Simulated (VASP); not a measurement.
Here is a VASP 6.6.1 calculation.

The input INCAR:

```
PREC = Accurate ; ENCUT = 520
EDIFF = 1E-7 ; ISMEAR = 0
SIGMA = 0.1 ; LREAL = False
LASPH = True ; NELM = 100
ALGO = Normal ; ISIF = 2
LWAVE = False ; LCHARG = False
GGA = PE ; NBANDS = 28
```

The input KPOINTS:

```
regular mesh
0
Gamma
  3 3 4
```

POSCAR

```
Cs3SiPt
1.0
    7.1949423800      0.0000000000      0.0000000000
   -3.5974711900      6.2310028800      0.0000000000
    0.0000000000      0.0000000000      4.7018006900
Cs Si Pt
3 1 1
Direct
    0.5000000000      0.0000000000      0.0000000000
    0.0000000000      0.5000000000      0.0000000000
    0.5000000000      0.5000000000      0.0000000000
    0.0000000000      0.0000000000      0.5000000000
    0.0000000000      0.0000000000      0.0000000000
```

Potentials or basis: VASP PAW PBE potentials, release 64 (Cs_sv, Si, Pt).

Command:

```console
$ cat potpaw_PBE.64/Cs_sv/POTCAR potpaw_PBE.64/Si/POTCAR potpaw_PBE.64/Pt/POTCAR > POTCAR
$ mpirun -np 1 vasp_std > vasp.out
```

(1) Predict the pressure.

Results:

(1) 1.0 GPa.
